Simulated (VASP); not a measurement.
# Si (I4/mmm) in VASP: a series of runs

The runs below take Si through single point, with PBEsol.

All numbers are computed with VASP 6.6.1; they aren't measurements. Logs are shortened: lines on timing, memory, paths and dates and some standing lists are left out, and cuts for length are marked.

### Step 1. The cell of the first run

It takes space group I4/mmm (No. 139, tetragonal). The conventional cell has a = 3.062 Å, b = 3.062 Å, c = 2.982 Å, α = 90.00°, β = 90.00°, γ = 90.00°. Within 3.5 Å of Si (site symmetry 4/mmm) lie 14 Si at 2.63 to 3.06 Å.

### Step 2. Single point, PBEsol

INCAR

```
SYSTEM = Si
ALGO = Normal
EDIFF = 1E-7
ENCUT = 520
GGA = PS
ISIF = 2
ISMEAR = 0
LASPH = .TRUE.
LCHARG = .TRUE.
LELF = .TRUE.
LREAL = .FALSE.
LVHAR = .TRUE.
LWAVE = .FALSE.
NBANDS = 8
NELM = 80
PREC = Accurate
SIGMA = 0.15
```

KPOINTS

```
k-points
0
G
  26 26 26
  0 0 0
```

POSCAR

```
Si
1.0
   -1.5309855651      1.5309855651      1.4909735506
    1.5309855651     -1.5309855651      1.4909735506
    1.5309855651      1.5309855651     -1.4909735506
Si
1
Direct
    0.0000000000      0.0000000000      0.0000000000
```

Potentials or basis: VASP PAW PBE potentials, release 64 (Si).

On the command line:

```bash
cat potpaw_PBE.64/Si/POTCAR > POTCAR
mpirun -np 1 vasp_std > vasp.out
```

OUTCAR:

```text
SYSTEM = Si
   EDIFF = 1E-7
   ENCUT = 520
   GGA = PS
   ISIF = 2
   ISMEAR = 0
   LASPH = .TRUE.
   LREAL = .FALSE.
   NELM = 80
   PREC = Accurate

 ion  position               nearest neighbor table
   1  0.000  0.000  0.000-

  LATTYP: Found a body centered tetragonal cell.
 ALAT       =     3.0619711302
 C/A-ratio  =     0.9738651915

  Lattice vectors:

 A1 = (  -1.5309855651,   1.5309855651,   1.4909735506)
 A2 = (   1.5309855651,  -1.5309855651,   1.4909735506)
 A3 = (   1.5309855651,   1.5309855651,  -1.4909735506)

Analysis of symmetry for initial positions (statically):
=====================================================================
 Subroutine PRICEL returns:
 Original cell was already a primitive cell.

 Routine SETGRP: Setting up the symmetry group for a
 body centered tetragonal supercell.

 Subroutine GETGRP returns: Found 16 space group operations
 (whereof 16 operations were pure point group operations)
 out of a pool of 16 trial point group operations.

The static configuration has the point symmetry D_4h.

Analysis of symmetry for dynamics (positions and initial velocities):
=====================================================================
 Subroutine PRICEL returns:
 Original cell was already a primitive cell.

 Routine SETGRP: Setting up the symmetry group for a
 body centered tetragonal supercell.

 Subroutine GETGRP returns: Found 16 space group operations
 (whereof 16 operations were pure point group operations)
 out of a pool of 16 trial point group operations.

The dynamic configuration has the point symmetry D_4h.

 Subroutine INISYM returns: Found 16 space group operations
 (whereof 16 operations are pure point group operations),
 and found     1 'primitive' translations

----------------------------------------------------------------------------------------

                                     Primitive cell

  volume of cell :      13.9789

  direct lattice vectors                    reciprocal lattice vectors
    -1.530985565  1.530985565  1.490973551     0.000000000  0.326587011  0.335351355
     1.530985565 -1.530985565  1.490973551     0.326587011  0.000000000  0.335351355
     1.530985565  1.530985565 -1.490973551     0.326587011  0.326587011  0.000000000

  length of vectors
     2.628846844  2.628846844  2.628846844     0.468102133  0.468102133  0.461863781

  position of ions in fractional coordinates (direct lattice)
     0.000000000  0.000000000  0.000000000

  ion indices of the primitive-cell ions
   primitive index   ion index
                 1           1

----------------------------------------------------------------------------------------

 KPOINTS: k-points

Automatic generation of k-mesh.
 Grid dimensions read from file:
 generate k-points for:   26   26   26

 Generating k-lattice:

  Cartesian coordinates                     Fractional coordinates (reciprocal lattice)
     0.000000000  0.012561039  0.012898129     0.038461538  0.000000000  0.000000000
     0.012561039  0.000000000  0.012898129     0.000000000  0.038461538  0.000000000
     0.012561039  0.012561039  0.000000000     0.000000000  0.000000000  0.038461538

  Length of vectors
     0.018003928  0.018003928  0.017763992

  Shift w.r.t. Gamma in fractional coordinates (k-lattice)
     0.000000000  0.000000000  0.000000000

 Subroutine IBZKPT returns following result:
 ===========================================

 Found   1330 irreducible k-points:

 Following reciprocal coordinates:
            Coordinates               Weight
  0.000000  0.000000  0.000000      1.000000
  0.038462 -0.000000  0.000000      8.000000
  0.076923 -0.000000  0.000000      8.000000
  0.115385 -0.000000  0.000000      8.000000
  0.153846 -0.000000  0.000000      8.000000
  0.192308  0.000000  0.000000      8.000000
[... 16 lines left out ...]
  0.346154  0.038462  0.000000     16.000000
  0.384615  0.038462  0.000000     16.000000
 [... further k-points ...]
   k-points           NKPTS =   1330   k-points in BZ     NKDIM =   1330   number of bands    NBANDS=      8
   number of dos      NEDOS =    301   number of ions     NIONS =      1
   total plane-waves  NPLWV =   8000
   dimension x,y,z NGX =    20 NGY =   20 NGZ =   20
   dimension x,y,z NGXF=    40 NGYF=   40 NGZF=   40
   ions per type =               1
   NGX,Y,Z   is equivalent  to a cutoff of  12.65, 12.65, 12.65 a.u.
   NGXF,Y,Z  is equivalent  to a cutoff of  25.30, 25.30, 25.30 a.u.
 SYSTEM =  Si
   PREC   = accura    normal or accurate (medium, high low for compatibility)
   ISTART =      0    job   : 0-new  1-cont  2-samecut
   ICHARG =      2    charge: 1-file 2-atom 10-const
   ISPIN  =      1    spin polarized calculation?
   LNONCOLLINEAR =      F non collinear calculations
   LSORBIT =      F    spin-orbit coupling
   LASPH  =      T    aspherical Exc in radial PAW
   ENCUT  =  520.0 eV  38.22 Ry    6.18 a.u.   4.89  4.89  4.89*2*pi/ulx,y,z
   NELM   =     80;   NELMIN=  2; NELMDL= -5     # of ELM steps
   EDIFF  = 0.1E-06   stopping-criterion for ELM
   LREAL  =      F    real-space projection
   EDIFFG = 0.1E-05   stopping-criterion for IOM
   NSW    =      0    number of steps for IOM
   IBRION =     -1    ionic relax: 0-MD 1-quasi-New 2-CG
   NFREE  =      0    steps in history (QN), initial steepest desc. (CG)
   ISIF   =      2    stress and relaxation
   ISYM   =      2    0-nonsym 1-usesym 2-fastsym
   POTIM  = 0.5000    time-step for ionic-motion
   TEBEG  =    0.0;   TEEND  =   0.0 temperature during run
   PSTRESS=    0.0 pullay stress
   NELECT =       4.0000    total number of electrons
   NUPDOWN=      -1.0000    fix difference up-down
   EMIN   =  10.00;   EMAX   =-10.00  energy-range for DOS
   EFERMI =   0.00;   METHOD = LEGACY
   ISMEAR =     0;   SIGMA  =   0.15  broadening in eV -4-tet -1-fermi 0-gaus
   EFERMI_NEDOS =   21; number of points for ismear=-14 and -15
   IALGO  =     38    algorithm
   IMIX   =      4    mixing-type and parameters
     AMIX     =   0.40;   BMIX     =  1.00
     AMIX_MAG =   1.60;   BMIX_MAG =  1.00
  volume/ion in A,a.u.               =      13.98        94.33
  Fermi-wavevector in a.u.,A,eV,Ry     =   1.078791  2.038620 15.834335  1.163791
  Thomas-Fermi vector in A             =   2.214739
   LORBIT       =      0    0 simple, 1 ext, 2 COOP (PROOUT), +10 PAW based schemes
   GGA     = PS    functional components
   LHFCALC =     F    Hartree Fock is set to
   AEXX    =    0.0000 exact exchange contribution
   IVDW    =     0    specifies the selected vdW correction
   LEPSILON=     F    determine dielectric tensor
   LRPA    =     F    only Hartree local field effects (RPA)
 non-spin polarized calculation
 Gauss-broadening in eV      SIGMA  =   0.15
  energy-cutoff  :      520.00
  volume of cell :       13.98
 maximum number of plane-waves:       390
   NGX =  9   NGY =  9   NGZ =  9

 number of electron       4.0000000 magnetization

 Free energy of the ion-electron system (eV)
  ---------------------------------------------------
  ext. energy  EPLUGINS =         0.00000000
  ---------------------------------------------------
  free energy    TOTEN  =        -5.35528637 eV

  energy without entropy =       -5.35043426  energy(sigma->0) =       -5.35286032

 E-fermi :  10.4681     XC(G=0): -11.3855

 val. band max:       10.4652298783   @ k =   0.5000   0.1923   0.1154
 cond. band min:      10.4710170382   @ k =   0.5000   0.5000   0.5000
 fundamental gap:      0.0057871599
 Fermi energy:        10.4680613397

 k-point     1 :       0.0000    0.0000    0.0000
  band No.  band energies     occupation
      1      -4.1822      2.00000
      2      22.3433      0.00000
      3      22.3433      0.00000
      4      22.5899      0.00000
      5      22.7846      0.00000
      6      23.4378      0.00000
      7      23.4378      0.00000
      8      26.5270      0.00000

 k-point     2 :       0.0385   -0.0000    0.0000
  band No.  band energies     occupation
      1      -4.1350      2.00000
      2      21.6340      0.00000
      3      21.7119      0.00000
      4      22.3805      0.00000
      5      22.9225      0.00000
      6      23.8813      0.00000
      7      23.9138      0.00000
      8      26.3869      0.00000

 k-point     3 :       0.0769   -0.0000    0.0000
  band No.  band energies     occupation
      1      -3.9936      2.00000
      2      20.3907      0.00000
      3      20.7611      0.00000
      4      22.1048      0.00000
      5      22.5160      0.00000
      6      24.2497      0.00000
      7      24.9747      0.00000
      8      26.0288      0.00000

 k-point     4 :       0.1154   -0.0000    0.0000
  band No.  band energies     occupation
      1      -3.7582      2.00000
      2      18.8309      0.00000
      3      19.9469      0.00000
      4      21.7150      0.00000
      5      21.9191      0.00000
      6      24.0606      0.00000
      7      26.0674      0.00000
      8      26.1716      0.00000

 k-point     5 :       0.1538   -0.0000    0.0000
  band No.  band energies     occupation
      1      -3.4290      2.00000
      2      17.1616      0.00000
      3      19.2062      0.00000
      4      21.2589      0.00000
      5      21.2656      0.00000
      6      23.5325      0.00000
      7      26.4839      0.00000
      8      26.9140      0.00000
[... 177 lines left out ...]
 k-point    22 :       0.3077    0.0385    0.0000
  band No.  band energies     occupation
      1      -0.7579      2.00000
      2       9.7699      2.00000
      3      16.5252      0.00000
      4      18.0775      0.00000
      5      20.1264      0.00000
      6      21.6052      0.00000
      7      27.8957      0.00000
      8      30.2979      0.00000

 k-point    23 :       0.3462    0.0385    0.0000
  band No.  band energies     occupation
      1       0.0766      2.00000
      2       8.2781      2.00000
      3      16.1929      0.00000
      4      17.7617      0.00000
      5      19.8132      0.00000
      6      21.3152      0.00000
      7      28.5307      0.00000
      8      31.0537      0.00000

 k-point    24 :       0.3846    0.0385    0.0000
  band No.  band energies     occupation
      1       0.9996      2.00000
      2       6.8598      2.00000
      3      15.9391      0.00000
      4      17.5267      0.00000
      5      19.5705      0.00000
      6      21.0999      0.00000
      7      29.2220      0.00000
      8      31.7506      0.00000

 [... further k-points ...]

------------------------ aborting loop because EDIFF is reached ----------------------------------------

  FORCE on cell =-STRESS in cart. coord.  units (eV):
  Direction    XX          YY          ZZ          XY          YZ          ZX
  --------------------------------------------------------------------------------------
  -------------------------------------------------------------------------------------
  Total        0.2738846      0.2738846      0.0358684      0.0000000      0.0000000      0.0000000
  in kB       31.3910719     31.3910719      4.1110294      0.0000000      0.0000000      0.0000000
  external PRESSURE =      22.2977244 kB  Pullay stress =       0.0000000 kB

 VOLUME and BASIS-vectors are now :
 -----------------------------------------------------------------------------
  energy-cutoff  :      520.00
  volume of cell :       13.98
      direct lattice vectors                 reciprocal lattice vectors
    -1.530985565  1.530985565  1.490973551     0.000000000  0.326587011  0.335351355
     1.530985565 -1.530985565  1.490973551     0.326587011  0.000000000  0.335351355
     1.530985565  1.530985565 -1.490973551     0.326587011  0.326587011  0.000000000

 POSITION                                       TOTAL-FORCE (eV/Angst)
 -----------------------------------------------------------------------------------
      0.00000      0.00000      0.00000         0.000000      0.000000      0.000000
 -----------------------------------------------------------------------------------
    total drift:                                0.000000      0.000000     -0.000000

  FREE ENERGIE OF THE ION-ELECTRON SYSTEM (eV)
  ---------------------------------------------------
  free  energy   TOTEN  =        -5.3552863737 eV

  energy  without entropy=       -5.3504342633  energy(sigma->0) =       -5.35286032
```

It took 42 s on 1 thread of Intel Xeon 6975P-C (Granite Rapids), shared host; peak memory 0.22 GiB.

What came out:

- Free energy: -5.3553 eV
- Pressure: 2.2 GPa
- Band gap on the k mesh: zero (band 2 reaches 22.34 eV, above the bottom of band 3 at 6.33 eV)

Stress tensor (GPa, compression positive):
```
3.14 0.00 0.00
0.00 3.14 0.00
0.00 0.00 0.41
```

Levels at points of the mesh, in eV from the Fermi level:
```tsv
k point	band 1	band 2	band 3	band 4	band 5	band 6	band 7
(0.00, 0.00, 0.00)	-14.65	11.88	11.88	12.12	12.32	12.97	12.97
(0.50, 0.00, 0.00)	-6.91	-6.75	5.58	7.43	8.15	10.02	20.64
(0.50, 0.50, 0.00)	-7.19	-6.87	6.07	8.04	8.85	10.40	20.24
(0.50, 0.50, 0.50)	-0.77	-0.77	0.00	1.38	2.03	2.56	25.17
```

Caveat: the PAW data sets were made with another functional, which shifts forces and pressure a little.

### Step 3. Single point, PBEsol

INCAR

```
  PREC = Accurate
  ENCUT = 520
  EDIFF = 1E-7
  ISMEAR = 0
  SIGMA = 0.15
  LREAL = False
  LASPH = True
  NELM = 80
  ALGO = Normal
  ISIF = 2
  LWAVE = False
  LCHARG = False
  GGA = PS
  NBANDS = 8
```

KPOINTS

```
Automatic mesh
0
Gamma
  26 26 26
```

POSCAR

```
Si
1.0
   -1.4906776059      1.4906776059      1.5726956183
    1.4906776059     -1.4906776059      1.5726956183
    1.4906776059      1.4906776059     -1.5726956183
Si
1
Direct
    0.0000000000      0.0000000000      0.0000000000
```

Potentials or basis: VASP PAW PBE potentials, release 64 (Si).

On the command line:

```bash
cat potpaw_PBE.64/Si/POTCAR > POTCAR
mpirun -np 1 vasp_std > vasp.out
```

OUTCAR:

```text
PREC = Accurate
   ENCUT = 520
   EDIFF = 1E-7
   ISMEAR = 0
   LREAL = False
   LASPH = True
   NELM = 80
   ISIF = 2
   GGA = PS

 ion  position               nearest neighbor table
   1  0.000  0.000  0.000-

  LATTYP: Found a body centered tetragonal cell.
 ALAT       =     2.9813552118
 C/A-ratio  =     1.0550206242

  Lattice vectors:

 A1 = (  -1.4906776059,   1.4906776059,   1.5726956183)
 A2 = (   1.4906776059,  -1.4906776059,   1.5726956183)
 A3 = (   1.4906776059,   1.4906776059,  -1.5726956183)
[... 442 lines left out ...]
      8      30.2449      0.00000

 [... further k-points ...]

------------------------ aborting loop because EDIFF is reached ----------------------------------------

  FORCE on cell =-STRESS in cart. coord.  units (eV):
  Direction    XX          YY          ZZ          XY          YZ          ZX
  --------------------------------------------------------------------------------------
  -------------------------------------------------------------------------------------
  Total        0.1188508      0.1188508      0.3105660      0.0000000      0.0000000      0.0000000
  in kB       13.6219850     13.6219850     35.5952778      0.0000000      0.0000000      0.0000000
  external PRESSURE =      20.9464160 kB  Pullay stress =       0.0000000 kB

 VOLUME and BASIS-vectors are now :
 -----------------------------------------------------------------------------
  energy-cutoff  :      520.00
  volume of cell :       13.98
      direct lattice vectors                 reciprocal lattice vectors
    -1.490677606  1.490677606  1.572695618     0.000000000  0.335417932  0.317925474
     1.490677606 -1.490677606  1.572695618     0.335417932  0.000000000  0.317925474
     1.490677606  1.490677606 -1.572695618     0.335417932  0.335417932  0.000000000

 POSITION                                       TOTAL-FORCE (eV/Angst)
 -----------------------------------------------------------------------------------
      0.00000      0.00000      0.00000         0.000000      0.000000      0.000000
 -----------------------------------------------------------------------------------
    total drift:                                0.000000      0.000000     -0.000000

  FREE ENERGIE OF THE ION-ELECTRON SYSTEM (eV)
  ---------------------------------------------------
  free  energy   TOTEN  =        -5.3576395397 eV

  energy  without entropy=       -5.3524622966  energy(sigma->0) =       -5.35505092
```

OSZICAR:

```text
N       E                     dE             d eps       ncg     rms          rms(c)
DAV:   1    -0.287155970815E+01   -0.28716E+01   -0.18316E+03 22960   0.384E+02
DAV:   2    -0.536750647991E+01   -0.24959E+01   -0.23556E+01 31760   0.302E+01
DAV:   3    -0.538056620930E+01   -0.13060E-01   -0.13045E-01 23712   0.232E+00
DAV:   4    -0.538057816980E+01   -0.11961E-04   -0.11961E-04 34448   0.769E-02
DAV:   5    -0.538057817420E+01   -0.44003E-08   -0.28392E-08 24056   0.684E-04    0.292E+00
DAV:   6    -0.536584286346E+01    0.14735E-01   -0.45983E-03 22584   0.289E-01    0.161E+00
DAV:   7    -0.535767633318E+01    0.81665E-02   -0.87740E-03 23592   0.400E-01    0.131E-01
DAV:   8    -0.535763973917E+01    0.36594E-04   -0.27890E-05 30648   0.416E-02    0.152E-02
DAV:   9    -0.535764002410E+01   -0.28493E-06   -0.22671E-07 26952   0.285E-03    0.114E-03
DAV:  10    -0.535763959921E+01    0.42489E-06   -0.11090E-08 25248   0.553E-04    0.739E-04
DAV:  11    -0.535763953969E+01    0.59517E-07   -0.33597E-10 12144   0.136E-04
   1 F= -.53576395E+01 E0= -.53550509E+01  d E =-.517724E-02
```

Run time: 40 s. Hardware: 1 thread of Intel Xeon 6975P-C (Granite Rapids), shared host; peak memory 0.22 GiB.

What came out:

```
Free energy            : -5.3576 eV
Pressure               : 2.1 GPa
Band gap on the k mesh : zero (band 2 reaches 22.19 eV, above the bottom of band 3 at 6.40 eV)
```

Caveat: the PAW data sets were made with another functional, which shifts forces and pressure a little.

### Step 4. Single point, PBEsol

INCAR

```
SYSTEM = Si
ALGO = Normal
EDIFF = 1E-6
ENCUT = 520
GGA = PS
ISIF = 2
ISMEAR = 0
LASPH = .True.
LCHARG = .False.
LREAL = .False.
LWAVE = .False.
NBANDS = 8
NELM = 100
PREC = Accurate
SIGMA = 0.15
```

KPOINTS

```
Automatic mesh
0
Gamma
  26 26 26
  0.5 0.5 0.5
```

POSCAR is that of step 3.

On the command line:

```bash
cat potpaw_PBE.64/Si/POTCAR > POTCAR
mpirun -np 1 vasp_std > vasp.out
```

Wall time 41 s (1 thread of Intel Xeon 6975P-C (Granite Rapids), shared host); peak memory 0.22 GiB.

The run converged. Its results:

* Free energy: -5.3585 eV
* Pressure: 2.1 GPa
* Band gap on the k mesh: zero (band 2 reaches 21.89 eV, above the bottom of band 3 at 6.35 eV)

Stress tensor (GPa, compression positive):
```
1.31 0.00 0.00
0.00 1.31 0.00
0.00 0.00 3.66
```

Levels at points of the mesh, in eV from the Fermi level:
```csv
k point,band 1,band 2,band 3,band 4,band 5,band 6
"(0.02, 0.02, 0.02)",-14.57,10.67,11.24,11.61,12.82,13.12
```

Caveat: the PAW data sets were made with another functional, which shifts forces and pressure a little.

### Step 5. The runs side by side

```tsv
cell	k mesh	gap on the mesh (eV)	pressure (GPa)
a = 2.629 Å, angles 108.8, 108.8, 110.9°, 1 atom	26 × 26 × 26	none	2.2
a = 2.630 Å, angles 110.9, 110.9, 106.6°, 1 atom	26 × 26 × 26	none	2.1
a = 2.630 Å, angles 110.9, 110.9, 106.6°, 1 atom	26 × 26 × 26, shifted	none	2.1
```

Alike in all rows: task single point; level PBEsol; potentials or basis VASP PAW PBE potentials, release 64 (Si); no spin polarisation; cutoff (eV) 520; smearing gaussian 0.15 eV.

Caveats: the PAW data sets were made with another functional, which shifts forces and pressure a little.

Total energies depend on the potentials used, so only differences within one code and one set of settings carry meaning.
